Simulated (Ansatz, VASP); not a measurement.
**LiF: VASP beside Ansatz**

File INCAR:

```
SYSTEM = LiF
PREC     = Accurate       ! precision mode
ENCUT    = 520            ! plane-wave cutoff, eV
EDIFF    = 1E-6           ! SCF threshold, eV
ISMEAR   = 0              ! smearing method
SIGMA    = 0.05           ! smearing width, eV
LREAL    = .FALSE.        ! projectors in reciprocal space
LASPH    = .TRUE.         ! aspherical terms in the spheres
NELM     = 80             ! most SCF steps
ALGO     = Normal         ! electronic algorithm
ISIF     = 2              ! what is computed and relaxed
LWAVE    = .FALSE.        ! write WAVECAR
LCHARG   = .FALSE.        ! write CHGCAR
GGA      = PE             ! functional
NBANDS   = 18             ! bands
```

KPOINTS

```
Automatic mesh
0
G
  9 9 6
  0 0 0
```

File POSCAR:

```
LiF
1.0
    3.1094393350      0.0000000000      0.0000000000
   -1.5547196675      2.6928534557      0.0000000000
    0.0000000000      0.0000000000      4.9539587486
Li F
2 2
Direct
    0.3333333333      0.6666666667      0.3606709794
    0.6666666667      0.3333333333      0.8606709794
    0.3333333333      0.6666666667      0.9939266766
    0.6666666667      0.3333333333      0.4939266766
```

Input for Ansatz:

```yaml
crystal:
  lattice:
    - [3.109439335, 0.0, 0.0]
    - [-1.5547196675, 2.6928534557, 0.0]
    - [0.0, 0.0, 4.9539587486]
  atoms:
    - { symbol: Li, position: [0.3333333333, 0.6666666667, 0.3606709794] }
    - { symbol: Li, position: [0.6666666667, 0.3333333333, 0.8606709794] }
    - { symbol: F, position: [0.3333333333, 0.6666666667, 0.9939266766] }
    - { symbol: F, position: [0.6666666667, 0.3333333333, 0.4939266766] }
basis:
  ecutwfc: 520.0
kpoints:
  mp_grid: { grid: [9, 9, 6] }
hamiltonian:
  xc: pbe
scf:
  occupations: { method: gaussian, width: 0.05 }
output:
  forces: true
  stress: true
  eigenvalues: true
```

Alike in both runs: task single point; functional PBE; k mesh 9 × 9 × 6; occupations gaussian, width 0.05 eV; no spin polarisation.

|  | VASP | Ansatz |
| --- | --- | --- |
| version | VASP 6.6.1 | Ansatz 0.2.0 |
| potentials or method | VASP PAW PBE potentials, release 64 (Li_sv, F), cutoff 520 eV | scalar-relativistic, plane waves, PAW |
| valence electrons in the cell | 20 | 20 |

|  | VASP | Ansatz | Ansatz less VASP |
| --- | --- | --- | --- |
| gap on the k mesh at the Fermi level (eV) | 7.66 | 7.67 | +0.012 |
| least direct gap on the mesh (eV) | 7.66 | 7.67 | +0.012 |
| rms of the force components (eV/Å) | 0.175 | 0.168 | -0.0066 |

Atom by atom the forces differ by 0.007 eV/Å (rms over components).

Noted on VASP's run: the cutoff is short for stress, so the pressure is rough.
